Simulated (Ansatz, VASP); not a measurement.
# Two plane-wave programs on GeW

The input INCAR:

```
SYSTEM = GeW
AGGAC = 1.0
AGGAX = 1.0
ALDAC = 0.0
ALDAX = 1.0
ALGO = Normal
EDIFF = 1E-6
EDIFFG = -0.01
ENCUT = 600
GGA = B5
IBRION = 2
ISIF = 3
ISMEAR = -1
LASPH = .True.
LCHARG = .False.
LREAL = .False.
LWAVE = .False.
NELM = 100
NSW = 60
PREC = Accurate
SIGMA = 0.05
```

Contents of KPOINTS:

```
k-points
0
Gamma
  9 9 9
  0 0 0
```

The input POSCAR:

```
GeW
1.0
    0.0000000000      2.5776100000      2.5776100000
    2.5776100000      0.0000000000      2.5776100000
    2.5776100000      2.5776100000      0.0000000000
Ge W
1 1
Direct
    0.5000000000      0.5000000000      0.5000000000
    0.0000000000      0.0000000000      0.0000000000
```

File input.yaml:

```yaml
crystal:
  lattice:
    - [0.0, 2.57761, 2.57761]
    - [2.57761, 0.0, 2.57761]
    - [2.57761, 2.57761, 0.0]
  atoms:
    - { symbol: Ge, position: [0.5, 0.5, 0.5] }
    - { symbol: W, position: [0.0, 0.0, 0.0] }
hamiltonian:
  xc: blyp
  pseudopotentials: { kind: paw }
kpoints:
  mp_grid: { grid: [9, 9, 9] }
scf:
  occupations: { method: fermi_dirac, width: 0.05 }
output:
  forces: true
  stress: true
  eigenvalues: true
relax:
  f_tol: 0.01
  max_steps: 40
  cell: { stress_tol: 0.05 }
```

Alike in both runs: task relaxation of cell and atoms; functional BLYP; k mesh 9 × 9 × 9; occupations fermi-dirac, width 0.05 eV; no spin polarisation.

|  | VASP | Ansatz |
| --- | --- | --- |
| version | VASP 6.6.1 | Ansatz 0.2.0 |
| potentials or method | VASP PAW PBE potentials, release 64 (Ge_d, W_sv) | Ansatz PAW |
| plane-wave cutoff (eV) | 600 | 420 |
| valence electrons in the cell | 28 | 28 |

Ansatz gave:

* gap on the k mesh at the Fermi level, each at its own relaxed structure (eV): none
* relaxed volume (Å³/atom): 17.99
* relaxed cell length with the largest relative difference (Å): 3.706

**Question.** What did VASP give for the same quantities?

**Answer.** gap on the k mesh at the Fermi level, each at its own relaxed structure (eV): none; relaxed volume (Å³/atom): 18.08; relaxed cell length with the largest relative difference (Å): 3.712.

VASP's potentials were made for PBE, not for BLYP. A gap of «none» marks a metal or a gap that the smearing closes.

Neither program's run includes spin-orbit coupling. Noted on Ansatz's run: the plane-wave basis is chosen anew once the cell has moved, so the energies of steps on either side of that aren't comparable.
